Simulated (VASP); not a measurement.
# GaAs (F-43m) in VASP: single point with PBEsol

Aim: the single point of GaAs with PBEsol.

All numbers are computed with VASP 6.6.1; they aren't measurements. Logs are shortened: lines on timing, memory, paths and dates and some standing lists are left out, and cuts for length are marked.

**Experimental background.**

From “Evidence of valence band perturbations in GaAsN/GaAs(001): A combined variable-angle spectroscopic ellipsometry and modulated photoreflectance investigation”, 2008, arxiv:0805.2212, for a bulk crystal of GaAs at 300 K: band gap 1.412 ± 0.01 eV (direct).

How close the calculation comes is told below.

**1. The cell of the first run**

The structure is cubic, space group F-43m (No. 216). The conventional cell has a = 5.657 Å, b = 5.657 Å, c = 5.657 Å, α = 90.00°, β = 90.00°, γ = 90.00°. Ga (site symmetry -43m) has 4 As at 2.45 Å within 3.2 Å. Within 3.2 Å of As (site symmetry -43m) lie 4 Ga at 2.45 Å.

**2. Single point, PBEsol**

INCAR

```
SYSTEM = GaAs
  PREC = Accurate
  ENCUT = 520
  EDIFF = 1E-6
  ISMEAR = 0
  SIGMA = 0.01
  LREAL = .False.
  LASPH = .True.
  NELM = 100
  ALGO = Normal
  ISIF = 2
  LWAVE = .False.
  LCHARG = .False.
  GGA = PS
  NBANDS = 16
```

KPOINTS

```
regular mesh
0
Gamma
  6 6 6
  0 0 0
```

POSCAR

```
GaAs
1.0
    0.0000000000      2.8287353338      2.8287353338
    2.8287353338      0.0000000000      2.8287353338
    2.8287353338      2.8287353338      0.0000000000
Ga As
1 1
Direct
   -0.0000000003     -0.0000000003     -0.0000000003
    0.2500000003      0.2500000003      0.2500000003
```

Potentials or basis: VASP PAW PBE potentials, release 64 (Ga_d, As).

Started as:

```console
$ cat potpaw_PBE.64/Ga_d/POTCAR potpaw_PBE.64/As/POTCAR > POTCAR
$ mpirun -np 1 vasp_std > vasp.out
```

OUTCAR:

```text
SYSTEM = GaAs
   PREC = Accurate
   ENCUT = 520
   EDIFF = 1E-6
   ISMEAR = 0
   LREAL = .False.
   LASPH = .True.
   NELM = 100
   ISIF = 2
   GGA = PS

 ion  position               nearest neighbor table
   1  1.000  1.000  1.000-   2 2.45   2 2.45   2 2.45   2 2.45
   2  0.250  0.250  0.250-   1 2.45   1 2.45   1 2.45   1 2.45

  LATTYP: Found a face centered cubic cell.
 ALAT       =     5.6574706676

  Lattice vectors:

 A1 = (   0.0000000000,   2.8287353338,   2.8287353338)
 A2 = (   2.8287353338,   0.0000000000,   2.8287353338)
 A3 = (   2.8287353338,   2.8287353338,   0.0000000000)

Analysis of symmetry for initial positions (statically):
=====================================================================
 Subroutine PRICEL returns:
 Original cell was already a primitive cell.

 Routine SETGRP: Setting up the symmetry group for a
 face centered cubic supercell.

 Subroutine GETGRP returns: Found 24 space group operations
 (whereof 24 operations were pure point group operations)
 out of a pool of 48 trial point group operations.

The static configuration has the point symmetry T_d .

Analysis of symmetry for dynamics (positions and initial velocities):
=====================================================================
 Subroutine PRICEL returns:
 Original cell was already a primitive cell.

 Routine SETGRP: Setting up the symmetry group for a
 face centered cubic supercell.

 Subroutine GETGRP returns: Found 24 space group operations
 (whereof 24 operations were pure point group operations)
 out of a pool of 48 trial point group operations.

The dynamic configuration has the point symmetry T_d .

 Subroutine INISYM returns: Found 24 space group operations
 (whereof 24 operations are pure point group operations),
 and found     1 'primitive' translations

----------------------------------------------------------------------------------------

                                     Primitive cell

  volume of cell :      45.2696

  direct lattice vectors                    reciprocal lattice vectors
     0.000000000  2.828735334  2.828735334    -0.176757434  0.176757434  0.176757434
     2.828735334  0.000000000  2.828735334     0.176757434 -0.176757434  0.176757434
     2.828735334  2.828735334  0.000000000     0.176757434  0.176757434 -0.176757434

  length of vectors
     4.000435873  4.000435873  4.000435873     0.306152857  0.306152857  0.306152857

  position of ions in fractional coordinates (direct lattice)
     1.000000000  1.000000000  1.000000000
     0.250000000  0.250000000  0.250000000

  ion indices of the primitive-cell ions
   primitive index   ion index
                 1           1
                 2           2

----------------------------------------------------------------------------------------

 KPOINTS: regular mesh

Automatic generation of k-mesh.
 Grid dimensions read from file:
 generate k-points for:    6    6    6

 Generating k-lattice:

  Cartesian coordinates                     Fractional coordinates (reciprocal lattice)
    -0.029459572  0.029459572  0.029459572     0.166666667  0.000000000  0.000000000
     0.029459572 -0.029459572  0.029459572     0.000000000  0.166666667  0.000000000
     0.029459572  0.029459572 -0.029459572     0.000000000  0.000000000  0.166666667

  Length of vectors
     0.051025476  0.051025476  0.051025476

  Shift w.r.t. Gamma in fractional coordinates (k-lattice)
     0.000000000  0.000000000  0.000000000

 Subroutine IBZKPT returns following result:
 ===========================================

 Found     16 irreducible k-points:

 Following reciprocal coordinates:
            Coordinates               Weight
  0.000000  0.000000  0.000000      1.000000
  0.166667  0.000000  0.000000      8.000000
  0.333333  0.000000  0.000000      8.000000
  0.500000  0.000000  0.000000      4.000000
  0.166667  0.166667  0.000000      6.000000
  0.333333  0.166667  0.000000     24.000000
[... 8 lines left out ...]
 -0.333333  0.333333  0.166667     24.000000
 -0.333333  0.500000  0.166667     12.000000
   k-points           NKPTS =     16   k-points in BZ     NKDIM =     16   number of bands    NBANDS=     16
   number of dos      NEDOS =    301   number of ions     NIONS =      2
   total plane-waves  NPLWV =  27000
   dimension x,y,z NGX =    30 NGY =   30 NGZ =   30
   dimension x,y,z NGXF=    60 NGYF=   60 NGZF=   60
   ions per type =               1   1
   NGX,Y,Z   is equivalent  to a cutoff of  12.47, 12.47, 12.47 a.u.
   NGXF,Y,Z  is equivalent  to a cutoff of  24.93, 24.93, 24.93 a.u.
 SYSTEM =  GaAs
   PREC   = accura    normal or accurate (medium, high low for compatibility)
   ISTART =      0    job   : 0-new  1-cont  2-samecut
   ICHARG =      2    charge: 1-file 2-atom 10-const
   ISPIN  =      1    spin polarized calculation?
   LNONCOLLINEAR =      F non collinear calculations
   LSORBIT =      F    spin-orbit coupling
   LASPH  =      T    aspherical Exc in radial PAW
   ENCUT  =  520.0 eV  38.22 Ry    6.18 a.u.   7.44  7.44  7.44*2*pi/ulx,y,z
   NELM   =    100;   NELMIN=  2; NELMDL= -5     # of ELM steps
   EDIFF  = 0.1E-05   stopping-criterion for ELM
   LREAL  =      F    real-space projection
   EDIFFG = 0.1E-04   stopping-criterion for IOM
   NSW    =      0    number of steps for IOM
   IBRION =     -1    ionic relax: 0-MD 1-quasi-New 2-CG
   NFREE  =      0    steps in history (QN), initial steepest desc. (CG)
   ISIF   =      2    stress and relaxation
   ISYM   =      2    0-nonsym 1-usesym 2-fastsym
   POTIM  = 0.5000    time-step for ionic-motion
   TEBEG  =    0.0;   TEEND  =   0.0 temperature during run
   PSTRESS=    0.0 pullay stress
   NELECT =      18.0000    total number of electrons
   NUPDOWN=      -1.0000    fix difference up-down
   EMIN   =  10.00;   EMAX   =-10.00  energy-range for DOS
   EFERMI =   0.00;   METHOD = LEGACY
   ISMEAR =     0;   SIGMA  =   0.01  broadening in eV -4-tet -1-fermi 0-gaus
   EFERMI_NEDOS =   21; number of points for ismear=-14 and -15
   IALGO  =     38    algorithm
   IMIX   =      4    mixing-type and parameters
     AMIX     =   0.40;   BMIX     =  1.00
     AMIX_MAG =   1.60;   BMIX_MAG =  1.00
  volume/ion in A,a.u.               =      22.63       152.75
  Fermi-wavevector in a.u.,A,eV,Ry     =   1.203825  2.274899 19.717489  1.449195
  Thomas-Fermi vector in A             =   2.339567
   LORBIT       =      0    0 simple, 1 ext, 2 COOP (PROOUT), +10 PAW based schemes
   GGA     = PS    functional components
   LHFCALC =     F    Hartree Fock is set to
   AEXX    =    0.0000 exact exchange contribution
   IVDW    =     0    specifies the selected vdW correction
   LEPSILON=     F    determine dielectric tensor
   LRPA    =     F    only Hartree local field effects (RPA)
 non-spin polarized calculation
 Gauss-broadening in eV      SIGMA  =   0.01
  energy-cutoff  :      520.00
  volume of cell :       45.27
 maximum number of plane-waves:      1243
 NGX is ok and might be reduce to    30
   NGX = 15   NGY = 15   NGZ = 15

 number of electron      17.9999993 magnetization

 Free energy of the ion-electron system (eV)
  ---------------------------------------------------
  ext. energy  EPLUGINS =         0.00000000
  ---------------------------------------------------
  free energy    TOTEN  =        -9.06608614 eV

  energy without entropy =       -9.06608614  energy(sigma->0) =       -9.06608614

 E-fermi :   3.8610     XC(G=0):  -9.7599

 val. band max:        3.7952439446   @ k =   0.0000   0.0000   0.0000
 cond. band min:       4.2329122980   @ k =   0.0000   0.0000   0.0000
 fundamental gap:      0.4376683534
 Fermi energy:         3.8609899148

 k-point     1 :       0.0000    0.0000    0.0000
  band No.  band energies     occupation
      1     -10.9885      2.00000
      2     -10.9885      2.00000
      3     -10.9885      2.00000
      4     -10.9093      2.00000
      5     -10.9093      2.00000
      6      -8.9436      2.00000
[... 8 lines left out ...]
     15      13.8936      0.00000
     16      13.8936      0.00000

 k-point     2 :       0.1667    0.0000    0.0000
  band No.  band energies     occupation
      1     -11.0113      2.00000
      2     -10.9826      2.00000
      3     -10.9826      2.00000
      4     -10.9095      2.00000
      5     -10.9095      2.00000
      6      -8.6222      2.00000
[... 8 lines left out ...]
     15      12.7717      0.00000
     16      12.7717      0.00000

 k-point     3 :       0.3333    0.0000    0.0000
  band No.  band energies     occupation
      1     -11.0511      2.00000
      2     -10.9727      2.00000
      3     -10.9727      2.00000
      4     -10.9077      2.00000
      5     -10.9077      2.00000
      6      -7.7916      2.00000
[... 8 lines left out ...]
     15      13.3939      0.00000
     16      13.3939      0.00000

 k-point     4 :       0.5000    0.0000    0.0000
  band No.  band energies     occupation
      1     -11.0689      2.00000
      2     -10.9691      2.00000
      3     -10.9691      2.00000
      4     -10.9054      2.00000
      5     -10.9054      2.00000
      6      -7.1701      2.00000
[... 8 lines left out ...]
     15      15.5944      0.00000
     16      15.5944      0.00000
[... 172 lines left out ...]
 k-point    14 :       0.5000    0.3333    0.1667
  band No.  band energies     occupation
      1     -11.0746      2.00000
      2     -10.9614      2.00000
      3     -10.9545      2.00000
      4     -10.9198      2.00000
      5     -10.9033      2.00000
      6      -7.1264      2.00000
[... 8 lines left out ...]
     15      14.8209      0.00000
     16      16.8070      0.00000

 k-point    15 :      -0.3333    0.3333    0.1667
  band No.  band energies     occupation
      1     -11.0821      2.00000
      2     -10.9609      2.00000
      3     -10.9496      2.00000
      4     -10.9174      2.00000
      5     -10.9057      2.00000
      6      -6.6178      2.00000
[... 8 lines left out ...]
     15      15.8653      0.00000
     16      16.4632      0.00000

 k-point    16 :      -0.3333    0.5000    0.1667
  band No.  band energies     occupation
      1     -11.0911      2.00000
      2     -10.9528      2.00000
      3     -10.9434      2.00000
      4     -10.9244      2.00000
      5     -10.9022      2.00000
      6      -6.3835      2.00000
[... 8 lines left out ...]
     15      15.9516      0.00000
     16      17.0231      0.00000

------------------------ aborting loop because EDIFF is reached ----------------------------------------

  FORCE on cell =-STRESS in cart. coord.  units (eV):
  Direction    XX          YY          ZZ          XY          YZ          ZX
  --------------------------------------------------------------------------------------
  -------------------------------------------------------------------------------------
  Total        0.0542607      0.0542607      0.0542607     -0.0000000      0.0000000     -0.0000000
  in kB        1.9203897      1.9203897      1.9203897     -0.0000000      0.0000000     -0.0000000
  external PRESSURE =       1.9203897 kB  Pullay stress =       0.0000000 kB

 VOLUME and BASIS-vectors are now :
 -----------------------------------------------------------------------------
  energy-cutoff  :      520.00
  volume of cell :       45.27
      direct lattice vectors                 reciprocal lattice vectors
     0.000000000  2.828735334  2.828735334    -0.176757434  0.176757434  0.176757434
     2.828735334  0.000000000  2.828735334     0.176757434 -0.176757434  0.176757434
     2.828735334  2.828735334  0.000000000     0.176757434  0.176757434 -0.176757434

 POSITION                                       TOTAL-FORCE (eV/Angst)
 -----------------------------------------------------------------------------------
      5.65747      5.65747      5.65747        -0.000000     -0.000000     -0.000000
      1.41437      1.41437      1.41437         0.000000      0.000000      0.000000
 -----------------------------------------------------------------------------------
    total drift:                                0.000000      0.000000      0.000000

  FREE ENERGIE OF THE ION-ELECTRON SYSTEM (eV)
  ---------------------------------------------------
  free  energy   TOTEN  =        -9.0660861385 eV

  energy  without entropy=       -9.0660861385  energy(sigma->0) =       -9.06608614
```

It took 12 s on 1 thread of Intel Xeon Platinum 8259CL at 2.50GHz (Skylake/Cascade Lake), shared host; peak memory 0.16 GiB.

Results:

| Item | Value |
| --- | --- |
| Free energy | -9.0661 eV |
| Pressure | 0.2 GPa |
| Band gap on the k mesh | 0.44 eV, direct |

Caveat: the PAW data sets were made with another functional, which shifts forces and pressure a little.

**3. Against experiment**

Step 2. A measured gap of GaAs is 1.412 eV (direct; 300 K; “Evidence of valence band perturbations in GaAsN/GaAs(001): A combined variable-angle spectroscopic ellipsometry and modulated photoreflectance investigation”, 2008, arxiv:0805.2212); the calculated 0.44 eV misses it by -0.97 eV. 3 values of this kind are on record (1.412 to 1.51 eV); this one was drawn at random among those near their median, those with a stated uncertainty first. Spin-orbit coupling on As, Ga is left out. The value is that of PBEsol on a finite k mesh, which can miss the band edges, without temperature or zero-point motion. Semilocal functionals fall short of measured gaps as a rule.
